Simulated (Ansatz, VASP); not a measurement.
## WF2: VASP beside Ansatz

```
CELL_PARAMETERS angstrom
5.89266 0.00000 0.00000
0.00000 5.89266 0.00000
0.00000 0.00000 2.45320
ATOMIC_POSITIONS crystal
W 0.00000 0.00000 0.00000
W 0.50000 0.50000 0.50000
F 0.24578 0.24578 0.00000
F 0.75422 0.75422 0.00000
F 0.74578 0.25422 0.50000
F 0.25422 0.74578 0.50000
```

Alike in both runs: functional PBE; k mesh 4 × 4 × 6; occupations gaussian, width 0.1 eV; collinear spin.

Ansatz relaxed the structure, and its values are those at the end. VASP's run is a single point on that final structure, the one shown.

```csv
,VASP,Ansatz
version,VASP 6.6.1,Ansatz 0.2.0
potentials or method,"VASP PAW PBE potentials, release 64 (W_sv, F), cutoff 520 eV","scalar-relativistic, plane waves, PAW"
valence electrons in the cell,56,56
```

Ansatz gave:

* gap on the k mesh at the Fermi level (eV): none
* pressure (GPa): 0.2
* rms of the force components (eV/Å): 0.007
* net moment per atom (μB): 0.00
* size of the moment on the site where the two differ most (μB): 0.00

**Question.** What did VASP give for the same quantities?

**Answer.** gap on the k mesh at the Fermi level (eV): none; pressure (GPa): 1.1; rms of the force components (eV/Å): 0.049; net moment per atom (μB): 0.08; size of the moment on the site where the two differ most (μB): 0.19.

Site moments also hang on the region over which each program counts them. A gap of «none» marks a metal or a gap that the smearing closes. The functional is the same, so the differences come from potentials, cutoffs and numerics. Ansatz's warnings: cell relax basis refresh, seeded moment not kept.

The k mesh is coarse, so the values compare programs but aren't converged. Neither program's run includes spin-orbit coupling.
